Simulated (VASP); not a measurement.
# Cu (I4/mmm) in VASP: further runs

The runs below take Cu through single point, with PBEsol.

Program: VASP 6.6.1. These are calculated values, not measurements. Logs are shortened: lines on timing, memory, paths and dates and some standing lists are left out, and cuts for length are marked.

## Step 1: The cell of the first run

It takes space group I4/mmm (No. 139, tetragonal). Conventional cell: a = 2.700 Å, b = 2.700 Å, c = 2.651 Å, α = 90.00°, β = 90.00°, γ = 90.00°. Within 3.1 Å of Cu (site symmetry 4/mmm) lie 14 Cu at 2.32 to 2.70 Å.

## Step 2: Single point, PBEsol

Contents of INCAR:

```
SYSTEM = Cu
PREC = Accurate
ENCUT = 520
EDIFF = 1E-7
ISMEAR = 1
SIGMA = 0.1
LREAL = .FALSE.
LASPH = .TRUE.
NELM = 100
ALGO = Normal
ISIF = 2
LWAVE = .FALSE.
LCHARG = .TRUE.
GGA = PS
LELF = .TRUE.
LVHAR = .TRUE.
NBANDS = 12
```

Contents of KPOINTS:

```
regular mesh
0
G
  15 15 15
  0 0 0
```

Contents of POSCAR:

```
Cu
1.0
   -1.3498206270      1.3498206270      1.3257044100
    1.3498206270     -1.3498206270      1.3257044100
    1.3498206270      1.3498206270     -1.3257044100
Cu
1
Direct
    0.0000000000      0.0000000000      0.0000000000
```

Potentials or basis: VASP PAW PBE potentials, release 64 (Cu).

Started as:

```bash
> cat potpaw_PBE.64/Cu/POTCAR > POTCAR
> mpirun -np 1 vasp_std > vasp.out
```

OUTCAR:

```text
SYSTEM = Cu
   PREC = Accurate
   ENCUT = 520
   EDIFF = 1E-7
   ISMEAR = 1
   LREAL = .FALSE.
   LASPH = .TRUE.
   NELM = 100
   ISIF = 2
   GGA = PS

 ion  position               nearest neighbor table
   1  0.000  0.000  0.000-

  LATTYP: Found a body centered tetragonal cell.
 ALAT       =     2.6996412540
 C/A-ratio  =     0.9821337617

  Lattice vectors:

 A1 = (  -1.3498206270,   1.3498206270,   1.3257044100)
 A2 = (   1.3498206270,  -1.3498206270,   1.3257044100)
 A3 = (   1.3498206270,   1.3498206270,  -1.3257044100)

Analysis of symmetry for initial positions (statically):
=====================================================================
 Subroutine PRICEL returns:
 Original cell was already a primitive cell.

 Routine SETGRP: Setting up the symmetry group for a
 body centered tetragonal supercell.

 Subroutine GETGRP returns: Found 16 space group operations
 (whereof 16 operations were pure point group operations)
 out of a pool of 16 trial point group operations.

The static configuration has the point symmetry D_4h.

Analysis of symmetry for dynamics (positions and initial velocities):
=====================================================================
 Subroutine PRICEL returns:
 Original cell was already a primitive cell.

 Routine SETGRP: Setting up the symmetry group for a
 body centered tetragonal supercell.

 Subroutine GETGRP returns: Found 16 space group operations
 (whereof 16 operations were pure point group operations)
 out of a pool of 16 trial point group operations.

The dynamic configuration has the point symmetry D_4h.

 Subroutine INISYM returns: Found 16 space group operations
 (whereof 16 operations are pure point group operations),
 and found     1 'primitive' translations

----------------------------------------------------------------------------------------

                                     Primitive cell

  volume of cell :       9.6618

  direct lattice vectors                    reciprocal lattice vectors
    -1.349820627  1.349820627  1.325704410     0.000000000  0.370419588  0.377157982
     1.349820627 -1.349820627  1.325704410     0.370419588  0.000000000  0.377157982
     1.349820627  1.349820627 -1.325704410     0.370419588  0.370419588  0.000000000

  length of vectors
     2.324117818  2.324117818  2.324117818     0.528638642  0.528638642  0.523852405

  position of ions in fractional coordinates (direct lattice)
     0.000000000  0.000000000  0.000000000

  ion indices of the primitive-cell ions
   primitive index   ion index
                 1           1

----------------------------------------------------------------------------------------

 KPOINTS: regular mesh

Automatic generation of k-mesh.
 Grid dimensions read from file:
 generate k-points for:   15   15   15

 Generating k-lattice:

  Cartesian coordinates                     Fractional coordinates (reciprocal lattice)
     0.000000000  0.024694639  0.025143865     0.066666667  0.000000000  0.000000000
     0.024694639  0.000000000  0.025143865     0.000000000  0.066666667  0.000000000
     0.024694639  0.024694639  0.000000000     0.000000000  0.000000000  0.066666667

  Length of vectors
     0.035242576  0.035242576  0.034923494

  Shift w.r.t. Gamma in fractional coordinates (k-lattice)
     0.000000000  0.000000000  0.000000000

 Subroutine IBZKPT returns following result:
 ===========================================

 Found    288 irreducible k-points:

 Following reciprocal coordinates:
            Coordinates               Weight
  0.000000  0.000000  0.000000      1.000000
  0.066667 -0.000000  0.000000      8.000000
  0.133333  0.000000  0.000000      8.000000
  0.200000  0.000000  0.000000      8.000000
  0.266667  0.000000  0.000000      8.000000
  0.333333  0.000000 -0.000000      8.000000
[... 16 lines left out ...]
  0.133333  0.133333  0.000000      8.000000
  0.200000  0.133333 -0.000000     16.000000
 [... further k-points ...]
   k-points           NKPTS =    288   k-points in BZ     NKDIM =    288   number of bands    NBANDS=     12
   number of dos      NEDOS =    301   number of ions     NIONS =      1
   total plane-waves  NPLWV =   5832
   dimension x,y,z NGX =    18 NGY =   18 NGZ =   18
   dimension x,y,z NGXF=    36 NGYF=   36 NGZF=   36
   ions per type =               1
   NGX,Y,Z   is equivalent  to a cutoff of  12.88, 12.88, 12.88 a.u.
   NGXF,Y,Z  is equivalent  to a cutoff of  25.75, 25.75, 25.75 a.u.
 SYSTEM =  Cu
   PREC   = accura    normal or accurate (medium, high low for compatibility)
   ISTART =      0    job   : 0-new  1-cont  2-samecut
   ICHARG =      2    charge: 1-file 2-atom 10-const
   ISPIN  =      1    spin polarized calculation?
   LNONCOLLINEAR =      F non collinear calculations
   LSORBIT =      F    spin-orbit coupling
   LASPH  =      T    aspherical Exc in radial PAW
   ENCUT  =  520.0 eV  38.22 Ry    6.18 a.u.   4.32  4.32  4.32*2*pi/ulx,y,z
   NELM   =    100;   NELMIN=  2; NELMDL= -5     # of ELM steps
   EDIFF  = 0.1E-06   stopping-criterion for ELM
   LREAL  =      F    real-space projection
   EDIFFG = 0.1E-05   stopping-criterion for IOM
   NSW    =      0    number of steps for IOM
   IBRION =     -1    ionic relax: 0-MD 1-quasi-New 2-CG
   NFREE  =      0    steps in history (QN), initial steepest desc. (CG)
   ISIF   =      2    stress and relaxation
   ISYM   =      2    0-nonsym 1-usesym 2-fastsym
   POTIM  = 0.5000    time-step for ionic-motion
   TEBEG  =    0.0;   TEEND  =   0.0 temperature during run
   PSTRESS=    0.0 pullay stress
   NELECT =      11.0000    total number of electrons
   NUPDOWN=      -1.0000    fix difference up-down
   EMIN   =  10.00;   EMAX   =-10.00  energy-range for DOS
   EFERMI =   0.00;   METHOD = LEGACY
   ISMEAR =     1;   SIGMA  =   0.10  broadening in eV -4-tet -1-fermi 0-gaus
   EFERMI_NEDOS =   21; number of points for ismear=-14 and -15
   IALGO  =     38    algorithm
   IMIX   =      4    mixing-type and parameters
     AMIX     =   0.40;   BMIX     =  1.00
     AMIX_MAG =   1.60;   BMIX_MAG =  1.00
  volume/ion in A,a.u.               =       9.66        65.20
  Fermi-wavevector in a.u.,A,eV,Ry     =   1.709436  3.230365 39.758546  2.922171
  Thomas-Fermi vector in A             =   2.787920
   LORBIT       =      0    0 simple, 1 ext, 2 COOP (PROOUT), +10 PAW based schemes
   GGA     = PS    functional components
   LHFCALC =     F    Hartree Fock is set to
   AEXX    =    0.0000 exact exchange contribution
   IVDW    =     0    specifies the selected vdW correction
   LEPSILON=     F    determine dielectric tensor
   LRPA    =     F    only Hartree local field effects (RPA)
 non-spin polarized calculation
 Methfessel and Paxton  Order N= 1 SIGMA  =   0.10
  energy-cutoff  :      520.00
  volume of cell :        9.66
 maximum number of plane-waves:       268
 NGX is ok and might be reduce to    18
   NGX =  9   NGY =  9   NGZ =  9

 number of electron      10.9999990 magnetization

 Free energy of the ion-electron system (eV)
  ---------------------------------------------------
  ext. energy  EPLUGINS =         0.00000000
  ---------------------------------------------------
  free energy    TOTEN  =        -4.08582123 eV

  energy without entropy =       -4.08591565  energy(sigma->0) =       -4.08585270

 E-fermi :  10.1977     XC(G=0): -14.1261

 val. band max:       10.1955905963   @ k =  -0.3333   0.4667   0.0667
 cond. band min:      10.2279455993   @ k =  -0.2000   0.4667   0.0667
 fundamental gap:      0.0323550030
 Fermi energy:        10.1976609858

 k-point     1 :       0.0000    0.0000    0.0000
  band No.  band energies     occupation
      1      -0.8664      2.00000
      2       6.2840      2.00000
      3       6.3788      2.00000
      4       6.3788      2.00000
      5       7.6616      2.00000
      6       7.7630      2.00000
      7      36.9809      0.00000
      8      36.9809      0.00000
      9      37.4542      0.00000
     10      42.1643      0.00000
     11      42.5397      0.00000
     12      43.4764      0.00000

 k-point     2 :       0.0667   -0.0000    0.0000
  band No.  band energies     occupation
      1      -0.6669      2.00000
      2       6.2720      2.00000
      3       6.3740      2.00000
      4       6.4338      2.00000
      5       7.6516      2.00000
      6       7.7343      2.00000
      7      35.5961      0.00000
      8      36.6794      0.00000
      9      36.7858      0.00000
     10      40.8764      0.00000
     11      41.1440      0.00000
     12      41.3720      0.00000

 k-point     3 :       0.1333    0.0000    0.0000
  band No.  band energies     occupation
      1      -0.0811      2.00000
      2       6.1550      2.00000
      3       6.3452      2.00000
      4       6.6796      2.00000
      5       7.5889      2.00000
      6       7.7173      2.00000
      7      32.2753      0.00000
      8      35.3636      0.00000
      9      36.0236      0.00000
     10      38.2896      0.00000
     11      39.8125      0.00000
     12      41.1006      0.00000

 k-point     4 :       0.2000    0.0000    0.0000
  band No.  band energies     occupation
      1       0.8445      2.00000
      2       5.9718      2.00000
      3       6.2779      2.00000
      4       7.0720      2.00000
      5       7.5300      2.00000
      6       7.7383      2.00000
      7      28.5182      0.00000
      8      33.5918      0.00000
      9      35.3056      0.00000
     10      35.9585      0.00000
     11      38.8872      0.00000
     12      42.0554      0.00000

 k-point     5 :       0.2667    0.0000    0.0000
  band No.  band energies     occupation
      1       1.9906      2.00000
      2       5.7643      2.00000
      3       6.2574      2.00000
      4       7.5433      2.00000
      5       7.5522      2.00000
      6       7.7767      2.00000
      7      24.7907      0.00000
      8      31.9446      0.00000
      9      33.7815      0.00000
     10      34.8358      0.00000
     11      38.3538      0.00000
     12      43.6566      0.00000
[... 228 lines left out ...]
      1      -0.2812      2.00000
      2       6.2278      2.00000
      3       6.3013      2.00000
      4       6.6307      2.00000
      5       7.5586      2.00000
      6       7.7569      2.00000
      7      33.4679      0.00000
      8      34.6840      0.00000
      9      37.2088      0.00000
     10      38.5145      0.00000
     11      40.5814      0.00000
     12      41.7945      0.00000

 k-point    22 :      -0.0667    0.0667    0.0000
  band No.  band energies     occupation
      1      -0.6706      2.00000
      2       6.2829      2.00000
      3       6.3364      2.00000
      4       6.4658      2.00000
      5       7.6171      2.00000
      6       7.7635      2.00000
      7      35.2664      0.00000
      8      36.6920      0.00000
      9      37.1590      0.00000
     10      41.0654      0.00000
     11      41.1749      0.00000
     12      41.3774      0.00000

 k-point    23 :       0.1333    0.1333    0.0000
  band No.  band energies     occupation
      1       1.3886      2.00000
      2       5.9678      2.00000
      3       6.0620      2.00000
      4       7.3859      2.00000
      5       7.4506      2.00000
      6       7.8210      2.00000
      7      28.3633      0.00000
      8      29.4789      0.00000
      9      33.8498      0.00000
     10      37.1912      0.00000
     11      40.4525      0.00000
     12      42.5540      0.00000

 k-point    24 :       0.2000    0.1333   -0.0000
  band No.  band energies     occupation
      1       2.4918      2.00000
      2       5.7908      2.00000
      3       5.9511      2.00000
      4       7.4375      2.00000
      5       7.8519      2.00000
      6       8.0183      2.00000
      7      25.0866      0.00000
      8      27.5873      0.00000
      9      32.2261      0.00000
     10      36.9723      0.00000
     11      40.8939      0.00000
     12      43.1057      0.00000

 [... further k-points ...]

------------------------ aborting loop because EDIFF is reached ----------------------------------------

  FORCE on cell =-STRESS in cart. coord.  units (eV):
  Direction    XX          YY          ZZ          XY          YZ          ZX
  --------------------------------------------------------------------------------------
  -------------------------------------------------------------------------------------
  Total        2.4585121      2.4585121      2.4505364      0.0000000     -0.0000000      0.0000000
  in kB      407.6844220    407.6844220    406.3618416      0.0000000     -0.0000000      0.0000000
  external PRESSURE =     407.2435619 kB  Pullay stress =       0.0000000 kB

 VOLUME and BASIS-vectors are now :
 -----------------------------------------------------------------------------
  energy-cutoff  :      520.00
  volume of cell :        9.66
      direct lattice vectors                 reciprocal lattice vectors
    -1.349820627  1.349820627  1.325704410     0.000000000  0.370419588  0.377157982
     1.349820627 -1.349820627  1.325704410     0.370419588  0.000000000  0.377157982
     1.349820627  1.349820627 -1.325704410     0.370419588  0.370419588  0.000000000

 POSITION                                       TOTAL-FORCE (eV/Angst)
 -----------------------------------------------------------------------------------
      0.00000      0.00000      0.00000        -0.000000     -0.000000      0.000000
 -----------------------------------------------------------------------------------
    total drift:                                0.000000      0.000000      0.000000

  FREE ENERGIE OF THE ION-ELECTRON SYSTEM (eV)
  ---------------------------------------------------
  free  energy   TOTEN  =        -4.0858212277 eV

  energy  without entropy=       -4.0859156450  energy(sigma->0) =       -4.08585270
```

Run time: 49 s. Hardware: 1 thread of Intel Xeon 8259CL, shared host; peak memory 0.14 GiB.

Results:

```
Free energy            : -4.0858 eV
Pressure               : 40.7 GPa
Band gap on the k mesh : zero (an odd number of electrons rules out a gap without spin polarisation)
```

Stress tensor (GPa, compression positive):
```
40.77  0.00  0.00
 0.00 40.77  0.00
 0.00  0.00 40.64
```

Caveat: the cell stands under pressure; the PAW data sets were made with another functional, which shifts forces and pressure a little.

## Step 3: Single point, PBEsol

This run uses another cell than the first one, of 9.96 Å³/atom.

Contents of INCAR:

```
SYSTEM = Cu
  ALGO = Normal
  EDIFF = 1E-6
  ENCUT = 520
  GGA = PS
  ISIF = 2
  ISMEAR = 1
  LASPH = .True.
  LCHARG = .True.
  LELF = .True.
  LREAL = .False.
  LVHAR = .True.
  LWAVE = .False.
  NBANDS = 12
  NELM = 80
  PREC = Accurate
  SIGMA = 0.1
```

Contents of KPOINTS:

```
k-points
0
Gamma
  15 15 15
  0 0 0
```

Contents of POSCAR:

```
Cu
1.0
   -1.3636000225      1.3636000225      1.3394010788
    1.3636000225     -1.3636000225      1.3394010788
    1.3636000225      1.3636000225     -1.3394010788
Cu
1
Direct
    0.0000000000      0.0000000000      0.0000000000
```

Potentials or basis: VASP PAW PBE potentials, release 64 (Cu).

Started as:

```bash
> cat potpaw_PBE.64/Cu/POTCAR > POTCAR
> mpirun -np 1 vasp_std > vasp.out
```

It took 46 s on 1 thread of Intel Xeon 8259CL, shared host; peak memory 0.15 GiB.

The run converged. Its results:

```
Free energy            : -4.1528 eV
Pressure               : 30.7 GPa
Band gap on the k mesh : zero (an odd number of electrons rules out a gap without spin polarisation)
```

Stress tensor (GPa, compression positive):
```
30.79  0.00  0.00
 0.00 30.79  0.00
 0.00  0.00 30.66
```

Levels at points of the mesh, in eV from the Fermi level:
```csv
k point,band 2,band 3,band 4,band 5,band 6,band 7,band 8,band 9,band 10,band 11
"(0.00, 0.00, 0.00)",-3.77,-3.68,-3.68,-2.45,-2.36,26.51,26.51,26.98,31.47,31.85
```

Caveat: the cell stands under pressure; the PAW data sets were made with another functional, which shifts forces and pressure a little.

[end of part 1 of 2]

The gap in the log of VASP goes by the Fermi energy; the results here count the filled bands.